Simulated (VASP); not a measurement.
# BP in VASP: settings compared

Aim: see how the results for BP move with the level of theory and the settings. Levels: PBE, r2SCAN. Tasks: single point.

Everything below comes from runs of VASP 6.6.1. Logs are shortened: lines on timing, memory, paths and dates and some standing lists are left out, and cuts for length are marked.

**1. The cell of the first run**

The structure is cubic, space group F-43m (No. 216). The conventional cell has a = 4.537 Å, b = 4.537 Å, c = 4.537 Å, α = 90.00°, β = 90.00°, γ = 90.00°. Within 2.6 Å of B (site symmetry -43m) lie 4 P at 1.96 Å. Within 2.6 Å of P (site symmetry -43m) lie 4 B at 1.96 Å.

**2. Single point, PBE**

File INCAR:

```
SYSTEM = BP
ALGO     = Normal         ! electronic algorithm
EDIFF    = 1E-6           ! SCF threshold, eV
ENCUT    = 520            ! plane-wave cutoff, eV
GGA      = PE             ! functional
ISIF     = 2              ! what is computed and relaxed
ISMEAR   = -1             ! smearing method
LASPH    = .TRUE.         ! aspherical terms in the spheres
LCHARG   = .FALSE.        ! write CHGCAR
LREAL    = .FALSE.        ! projectors in reciprocal space
LWAVE    = .FALSE.        ! write WAVECAR
NBANDS   = 11             ! bands
NELM     = 100            ! most SCF steps
PREC     = Accurate       ! precision mode
SIGMA    = 0.02           ! smearing width, eV
```

File KPOINTS:

```
k-points
0
G
  10 10 10
  0 0 0
```

File POSCAR:

```
BP
1.0
    0.0000000000      2.2683156866      2.2683156866
    2.2683156866      0.0000000000      2.2683156866
    2.2683156866      2.2683156866      0.0000000000
B P
1 1
Direct
    0.0000000000      0.0000000000      0.0000000000
    0.2500000000      0.2500000000      0.2500000000
```

Potentials or basis: VASP PAW PBE potentials, release 64 (B, P).

Started as:

```bash
> cat potpaw_PBE.64/B/POTCAR potpaw_PBE.64/P/POTCAR > POTCAR
> mpirun -np 1 vasp_std > vasp.out
```

OUTCAR:

```text
SYSTEM = BP
   EDIFF = 1E-6
   ENCUT = 520
   GGA = PE
   ISIF = 2
   ISMEAR = -1
   LASPH = .TRUE.
   LREAL = .FALSE.
   NELM = 100
   PREC = Accurate

 ion  position               nearest neighbor table
   1  0.000  0.000  0.000-   2 1.96   2 1.96   2 1.96   2 1.96
   2  0.250  0.250  0.250-   1 1.96   1 1.96   1 1.96   1 1.96

  LATTYP: Found a face centered cubic cell.
 ALAT       =     4.5366313732

  Lattice vectors:

 A1 = (   0.0000000000,   2.2683156866,   2.2683156866)
 A2 = (   2.2683156866,   0.0000000000,   2.2683156866)
 A3 = (   2.2683156866,   2.2683156866,   0.0000000000)

Analysis of symmetry for initial positions (statically):
=====================================================================
 Subroutine PRICEL returns:
 Original cell was already a primitive cell.

 Routine SETGRP: Setting up the symmetry group for a
 face centered cubic supercell.

 Subroutine GETGRP returns: Found 24 space group operations
 (whereof 24 operations were pure point group operations)
 out of a pool of 48 trial point group operations.

The static configuration has the point symmetry T_d .

Analysis of symmetry for dynamics (positions and initial velocities):
=====================================================================
 Subroutine PRICEL returns:
 Original cell was already a primitive cell.

 Routine SETGRP: Setting up the symmetry group for a
 face centered cubic supercell.

 Subroutine GETGRP returns: Found 24 space group operations
 (whereof 24 operations were pure point group operations)
 out of a pool of 48 trial point group operations.

The dynamic configuration has the point symmetry T_d .

 Subroutine INISYM returns: Found 24 space group operations
 (whereof 24 operations are pure point group operations),
 and found     1 'primitive' translations

----------------------------------------------------------------------------------------

                                     Primitive cell

  volume of cell :      23.3421

  direct lattice vectors                    reciprocal lattice vectors
     0.000000000  2.268315687  2.268315687    -0.220427872  0.220427872  0.220427872
     2.268315687  0.000000000  2.268315687     0.220427872 -0.220427872  0.220427872
     2.268315687  2.268315687  0.000000000     0.220427872  0.220427872 -0.220427872

  length of vectors
     3.207882808  3.207882808  3.207882808     0.381792274  0.381792274  0.381792274

  position of ions in fractional coordinates (direct lattice)
     0.000000000  0.000000000  0.000000000
     0.250000000  0.250000000  0.250000000

  ion indices of the primitive-cell ions
   primitive index   ion index
                 1           1
                 2           2

----------------------------------------------------------------------------------------

 KPOINTS: k-points

Automatic generation of k-mesh.
 Grid dimensions read from file:
 generate k-points for:   10   10   10

 Generating k-lattice:

  Cartesian coordinates                     Fractional coordinates (reciprocal lattice)
    -0.022042787  0.022042787  0.022042787     0.100000000  0.000000000  0.000000000
     0.022042787 -0.022042787  0.022042787     0.000000000  0.100000000  0.000000000
     0.022042787  0.022042787 -0.022042787     0.000000000  0.000000000  0.100000000

  Length of vectors
     0.038179227  0.038179227  0.038179227

  Shift w.r.t. Gamma in fractional coordinates (k-lattice)
     0.000000000  0.000000000  0.000000000

 Subroutine IBZKPT returns following result:
 ===========================================

 Found     47 irreducible k-points:

 Following reciprocal coordinates:
            Coordinates               Weight
  0.000000  0.000000  0.000000      1.000000
  0.100000  0.000000  0.000000      8.000000
  0.200000  0.000000  0.000000      8.000000
  0.300000  0.000000  0.000000      8.000000
  0.400000  0.000000  0.000000      8.000000
  0.500000  0.000000  0.000000      4.000000
[... 16 lines left out ...]
  0.300000  0.300000  0.000000      6.000000
  0.400000  0.300000  0.000000     24.000000
 [... further k-points ...]
   k-points           NKPTS =     47   k-points in BZ     NKDIM =     47   number of bands    NBANDS=     11
   number of dos      NEDOS =    301   number of ions     NIONS =      2
   total plane-waves  NPLWV =  13824
   dimension x,y,z NGX =    24 NGY =   24 NGZ =   24
   dimension x,y,z NGXF=    48 NGYF=   48 NGZF=   48
   ions per type =               1   1
   NGX,Y,Z   is equivalent  to a cutoff of  12.44, 12.44, 12.44 a.u.
   NGXF,Y,Z  is equivalent  to a cutoff of  24.88, 24.88, 24.88 a.u.
 SYSTEM =  BP
   PREC   = accura    normal or accurate (medium, high low for compatibility)
   ISTART =      0    job   : 0-new  1-cont  2-samecut
   ICHARG =      2    charge: 1-file 2-atom 10-const
   ISPIN  =      1    spin polarized calculation?
   LNONCOLLINEAR =      F non collinear calculations
   LSORBIT =      F    spin-orbit coupling
   LASPH  =      T    aspherical Exc in radial PAW
   ENCUT  =  520.0 eV  38.22 Ry    6.18 a.u.   5.96  5.96  5.96*2*pi/ulx,y,z
   NELM   =    100;   NELMIN=  2; NELMDL= -5     # of ELM steps
   EDIFF  = 0.1E-05   stopping-criterion for ELM
   LREAL  =      F    real-space projection
   EDIFFG = 0.1E-04   stopping-criterion for IOM
   NSW    =      0    number of steps for IOM
   IBRION =     -1    ionic relax: 0-MD 1-quasi-New 2-CG
   NFREE  =      0    steps in history (QN), initial steepest desc. (CG)
   ISIF   =      2    stress and relaxation
   ISYM   =      2    0-nonsym 1-usesym 2-fastsym
   POTIM  = 0.5000    time-step for ionic-motion
   TEBEG  =    0.0;   TEEND  =   0.0 temperature during run
   PSTRESS=    0.0 pullay stress
   NELECT =       8.0000    total number of electrons
   NUPDOWN=      -1.0000    fix difference up-down
   EMIN   =  10.00;   EMAX   =-10.00  energy-range for DOS
   EFERMI =   0.00;   METHOD = LEGACY
   ISMEAR =    -1;   SIGMA  =   0.02  broadening in eV -4-tet -1-fermi 0-gaus
   EFERMI_NEDOS =   21; number of points for ismear=-14 and -15
   IALGO  =     38    algorithm
   IMIX   =      4    mixing-type and parameters
     AMIX     =   0.40;   BMIX     =  1.00
     AMIX_MAG =   1.60;   BMIX_MAG =  1.00
  volume/ion in A,a.u.               =      11.67        78.76
  Fermi-wavevector in a.u.,A,eV,Ry     =   1.145666  2.164995 17.858333  1.312550
  Thomas-Fermi vector in A             =   2.282353
   LORBIT       =      0    0 simple, 1 ext, 2 COOP (PROOUT), +10 PAW based schemes
   GGA     = PE    functional components
   LHFCALC =     F    Hartree Fock is set to
   AEXX    =    0.0000 exact exchange contribution
   IVDW    =     0    specifies the selected vdW correction
   LEPSILON=     F    determine dielectric tensor
   LRPA    =     F    only Hartree local field effects (RPA)
 non-spin polarized calculation
  energy-cutoff  :      520.00
  volume of cell :       23.34
 maximum number of plane-waves:       639
   NGX = 11   NGY = 11   NGZ = 11

 number of electron       8.0000000 magnetization

 Free energy of the ion-electron system (eV)
  ---------------------------------------------------
  ext. energy  EPLUGINS =         0.00000000
  ---------------------------------------------------
  free energy    TOTEN  =       -12.93034761 eV

  energy without entropy =      -12.93034761  energy(sigma->0) =      -12.93034761

 E-fermi :   7.8267     XC(G=0): -10.9111

 val. band max:        7.4436468279   @ k =   0.0000   0.0000   0.0000
 cond. band min:       8.6815889780   @ k =   0.4000   0.4000   0.0000
 fundamental gap:      1.2379421501
 Fermi energy:         7.8267144526

 k-point     1 :       0.0000    0.0000    0.0000
  band No.  band energies     occupation
      1      -8.0249      2.00000
      2       7.4436      2.00000
      3       7.4436      2.00000
      4       7.4436      2.00000
      5      10.8457      0.00000
      6      10.8457      0.00000
      7      10.8457      0.00000
      8      14.8317      0.00000
      9      18.9624      0.00000
     10      19.5749      0.00000
     11      19.5749      0.00000

 k-point     2 :       0.1000    0.0000    0.0000
  band No.  band energies     occupation
      1      -7.8446      2.00000
      2       6.1410      2.00000
      3       7.1486      2.00000
      4       7.1486      2.00000
      5      11.2542      0.00000
      6      11.2542      0.00000
      7      11.2833      0.00000
      8      15.3518      0.00000
      9      18.8903      0.00000
     10      18.8903      0.00000
     11      19.5317      0.00000

 k-point     3 :       0.2000    0.0000    0.0000
  band No.  band energies     occupation
      1      -7.3105      2.00000
      2       3.7980      2.00000
      3       6.5891      2.00000
      4       6.5891      2.00000
      5      11.4826      0.00000
      6      11.9743      0.00000
      7      11.9743      0.00000
      8      16.5222      0.00000
      9      18.2891      0.00000
     10      18.2891      0.00000
     11      20.3921      0.00000

 k-point     4 :       0.3000    0.0000    0.0000
  band No.  band energies     occupation
      1      -6.4527      2.00000
      2       1.4371      2.00000
      3       6.0998      2.00000
      4       6.0998      2.00000
      5      11.3898      0.00000
      6      12.3032      0.00000
      7      12.3032      0.00000
      8      17.4291      0.00000
      9      18.8669      0.00000
     10      18.8669      0.00000
     11      20.6563      0.00000
[... 239 lines left out ...]
 k-point    22 :      -0.2000    0.2000    0.0000
  band No.  band energies     occupation
      1      -6.1610      2.00000
      2       2.1926      2.00000
      3       3.2683      2.00000
      4       6.1993      2.00000
      5      11.9207      0.00000
      6      12.7625      0.00000
      7      13.8348      0.00000
      8      15.7892      0.00000
      9      16.9467      0.00000
     10      21.0676      0.00000
     11      23.2606      0.00000

 k-point    23 :       0.3000    0.3000    0.0000
  band No.  band energies     occupation
      1      -5.9086      2.00000
      2       2.6104      2.00000
      3       4.2203      2.00000
      4       4.2203      2.00000
      5       8.9672      0.00000
      6      11.3535      0.00000
      7      16.3146      0.00000
      8      16.3146      0.00000
      9      20.5151      0.00000
     10      21.8323      0.00000
     11      23.9952      0.00000

 k-point    24 :       0.4000    0.3000    0.0000
  band No.  band energies     occupation
      1      -5.0829      2.00000
      2       1.2816      2.00000
      3       3.3918      2.00000
      4       3.9255      2.00000
      5       9.2544      0.00000
      6      11.0665      0.00000
      7      16.9297      0.00000
      8      16.9370      0.00000
      9      21.4551      0.00000
     10      22.7107      0.00000
     11      24.5150      0.00000

 [... further k-points ...]
[... 5 lines left out ...]
  --------------------------------------------------------------------------------------
  -------------------------------------------------------------------------------------
  Total        0.1513984      0.1513984      0.1513984      0.0000000     -0.0000000     -0.0000000
  in kB       10.3918153     10.3918153     10.3918153      0.0000000     -0.0000000     -0.0000000
  external PRESSURE =      10.3918153 kB  Pullay stress =       0.0000000 kB

 VOLUME and BASIS-vectors are now :
 -----------------------------------------------------------------------------
  energy-cutoff  :      520.00
  volume of cell :       23.34
      direct lattice vectors                 reciprocal lattice vectors
     0.000000000  2.268315687  2.268315687    -0.220427872  0.220427872  0.220427872
     2.268315687  0.000000000  2.268315687     0.220427872 -0.220427872  0.220427872
     2.268315687  2.268315687  0.000000000     0.220427872  0.220427872 -0.220427872

 POSITION                                       TOTAL-FORCE (eV/Angst)
 -----------------------------------------------------------------------------------
      0.00000      0.00000      0.00000        -0.000000     -0.000000     -0.000000
      1.13416      1.13416      1.13416         0.000000      0.000000      0.000000
 -----------------------------------------------------------------------------------
    total drift:                                0.000000      0.000000      0.000000

  FREE ENERGIE OF THE ION-ELECTRON SYSTEM (eV)
  ---------------------------------------------------
  free  energy   TOTEN  =       -12.9303476090 eV

  energy  without entropy=      -12.9303476090  energy(sigma->0) =      -12.93034761
```

Wall time 3.5 s (1 thread of Intel Xeon 6975P-C (Granite Rapids), shared host); peak memory 0.13 GiB.

What came out:

```
Free energy            : -12.9303 eV
Pressure               : 1.0 GPa
Band gap on the k mesh : 1.24 eV, indirect (least direct gap 3.40 eV)
```

**3. Single point, r2SCAN (strain -2.5%)**

File POSCAR:

```
BP
1.0
    0.0000000000      2.2116077945      2.2116077945
    2.2116077945      0.0000000000      2.2116077945
    2.2116077945      2.2116077945      0.0000000000
B P
1 1
Direct
    0.0000000000      0.0000000000      0.0000000000
    0.2500000000      0.2500000000      0.2500000000
```

File INCAR.step1:

```
PREC = Accurate
ENCUT = 520
ISMEAR = 0
SIGMA = 0.01
LREAL = F
LASPH = T
NELM = 80
NBANDS = 11
GGA = PE
ALGO = Normal
EDIFF = 1E-4
LWAVE = T
LCHARG = F
```

File INCAR.step2:

```
PREC = Accurate
ENCUT = 520
EDIFF = 1E-6
ISMEAR = 0
SIGMA = 0.01
LREAL = F
LASPH = T
NELM = 80
ALGO = Normal
ISIF = 2
LWAVE = F
LCHARG = T
METAGGA = R2SCAN
LMIXTAU = T
LELF = T
LVHAR = T
NBANDS = 11
ISTART = 1
```

File KPOINTS:

```
Automatic mesh
0
Gamma
  10 10 10
```

Potentials or basis: VASP PAW PBE potentials, release 64 (B, P).

Started as:

```bash
> cat potpaw_PBE.64/B/POTCAR potpaw_PBE.64/P/POTCAR > POTCAR
> cp INCAR.step1 INCAR
> mpirun -np 1 vasp_std > vasp.out
> cp INCAR.step2 INCAR
> mpirun -np 1 vasp_std > vasp.out
```

Run time: 13 s. Hardware: 1 thread of Intel Xeon 6975P-C (Granite Rapids), shared host; peak memory 0.14 GiB.

The run converged. Its results:

```
Free energy            : -17.2418 eV
Pressure               : 14.2 GPa
Band gap on the k mesh : 1.34 eV, indirect (least direct gap 3.77 eV)
```

Levels at points of the mesh, in eV from the valence-band top:
| k point | band 2 | band 3 | band 4 | band 5 | band 6 | band 7 |
| --- | --- | --- | --- | --- | --- | --- |
| (0.00, 0.00, 0.00) | 0.00 | 0.00 | 0.00 | 3.77 | 3.77 | 3.77 |
| (0.50, 0.00, 0.00) | -10.08 | -1.96 | -1.96 | 4.63 | 5.08 | 5.08 |
| (0.50, 0.50, 0.00) | -9.55 | -4.64 | -4.64 | 1.38 | 1.84 | 13.83 |

Caveat: the cell differs from its parent crystal (strain -2.5%); the PAW data sets were made with another functional, which shifts forces and pressure a little. A k mesh can miss the band edges.

**4. Single point, r2SCAN**

File POSCAR:

```
BP
1.0
    0.0000000000      2.2683156866      2.2683156866
    2.2683156866      0.0000000000      2.2683156866
    2.2683156866      2.2683156866      0.0000000000
B P
1 1
Direct
    0.0000000000      0.0000000000      0.0000000000
    0.2500000000      0.2500000000      0.2500000000
```

Changes to INCAR.step1 since step 3:

```diff
@@ -6,3 +6,3 @@
 LASPH = T
-NELM = 80
+NELM = 100
 NBANDS = 11
```

File INCAR.step2:

```
PREC = Accurate
ENCUT = 520
EDIFF = 1E-7
ISMEAR = 0
SIGMA = 0.01
LREAL = F
LASPH = T
NELM = 100
ALGO = Normal
ISIF = 2
LWAVE = F
LCHARG = F
METAGGA = R2SCAN
LMIXTAU = T
NBANDS = 11
ISTART = 1
```

File KPOINTS:

```
regular mesh
0
Gamma
  10 10 10
```

Started as:

```bash
> cat potpaw_PBE.64/B/POTCAR potpaw_PBE.64/P/POTCAR > POTCAR
> cp INCAR.step1 INCAR
> mpirun -np 1 vasp_std > vasp.out
> cp INCAR.step2 INCAR
> mpirun -np 1 vasp_std > vasp.out
```

Run time: 16 s. Hardware: 1 thread of Intel Xeon 6975P-C (Granite Rapids), shared host; peak memory 0.13 GiB.

Results (log left out):

| Item | Value |
| --- | --- |
| Free energy | -17.3113 eV |
| Pressure | -0.5 GPa |
| Band gap on the k mesh | 1.45 eV, indirect (least direct gap 3.64 eV) |

Levels at points of the mesh, in eV from the valence-band top:
```csv
k point,band 1,band 2,band 3,band 4,band 5,band 6,band 7,band 8
"(0.00, 0.00, 0.00)",-16.27,0.00,0.00,0.00,3.64,3.64,3.64,8.02
"(0.50, 0.00, 0.00)",-12.77,-9.51,-1.87,-1.87,4.14,5.03,5.03,10.92
"(0.50, 0.50, 0.00)",-11.10,-9.13,-4.35,-4.35,1.54,1.91,13.07,13.07
```

Caveat: the PAW data sets were made with another functional, which shifts forces and pressure a little. r2SCAN opens gaps a little over a GGA but as a rule still falls short of measured ones.

**5. Single point, PBE (epitaxial xy strain +1.0%)**

File INCAR:

```
ALGO = Normal ; EDIFF = 1E-6
ENCUT = 520 ; GGA = PE
ISIF = 2 ; ISMEAR = -1
LASPH = True ; LCHARG = True
LELF = True ; LREAL = False
LVHAR = True ; LWAVE = False
NBANDS = 11 ; NELM = 100
PREC = Accurate ; SIGMA = 0.02
```

File KPOINTS:

```
k-points
0
Gamma
  10 10 10
```

File POSCAR:

```
BP
1.0
    0.0000000000      2.2909988435      2.2591363518
    2.2909988435      0.0000000000      2.2591363518
    2.2909988435      2.2909988435      0.0000000000
B P
1 1
Direct
    0.0000000000      0.0000000000      0.0000000000
    0.2500000000      0.2500000000      0.2500000000
```

Started as:

```bash
> cat potpaw_PBE.64/B/POTCAR potpaw_PBE.64/P/POTCAR > POTCAR
> mpirun -np 1 vasp_std > vasp.out
```

Run time: 7.1 s. Hardware: 1 thread of Intel Xeon 6975P-C (Granite Rapids), shared host; peak memory 0.15 GiB.

Results (log left out):

| Quantity | Value |
| --- | --- |
| Free energy | -12.9274 eV |
| Pressure | -1.5 GPa |
| Band gap on the k mesh | 1.05 eV, indirect (least direct gap 3.24 eV) |

Stress tensor (GPa, compression positive):
```
-2.72  0.00  0.00
 0.00 -2.72  0.00
 0.00  0.00  0.92
```

Levels at points of the mesh, in eV from the valence-band top:
```csv
k point,band 2,band 3,band 4,band 5,band 6,band 7
"(0.00, 0.00, 0.00)",-0.13,-0.13,0.00,3.24,3.32,3.32
"(0.50, 0.00, 0.00)",-9.02,-1.92,-1.74,3.58,4.55,4.71
"(0.50, 0.50, 0.00)",-8.51,-4.24,-4.24,1.17,1.46,11.89
"(0.50, 0.00, 0.50)",-8.64,-4.11,-4.09,1.32,1.65,11.75
```

Caveat: the cell differs from its parent crystal (epitaxial xy strain +1.0%). A k mesh can miss the band edges.

**6. The runs side by side**

| level | cell | smearing | gap on the mesh (eV) | pressure (GPa) |
| --- | --- | --- | --- | --- |
| PBE | a = 3.208 Å, angles 60.0°, 2 atoms | fermi-dirac 0.02 eV | 1.24 | 1.0 |
| r2SCAN | a = 3.128 Å, angles 60.0°, 2 atoms | gaussian 0.01 eV | 1.34 | 14.2 |
| r2SCAN | a = 3.208 Å, angles 60.0°, 2 atoms | gaussian 0.01 eV | 1.45 | -0.5 |
| PBE | a = 3.218, b = 3.218, c = 3.240 Å, angles 59.8, 59.8, 60.5°, 2 atoms | fermi-dirac 0.02 eV | 1.05 | -1.5 |

Alike in all rows: task single point; potentials or basis VASP PAW PBE potentials, release 64 (B, P); no spin polarisation; k mesh 10 × 10 × 10; cutoff (eV) 520.

Caveats: the PAW data sets were made with another functional, which shifts forces and pressure a little (some runs).

Total energies depend on the potentials used, so only differences within one code and one set of settings carry meaning.
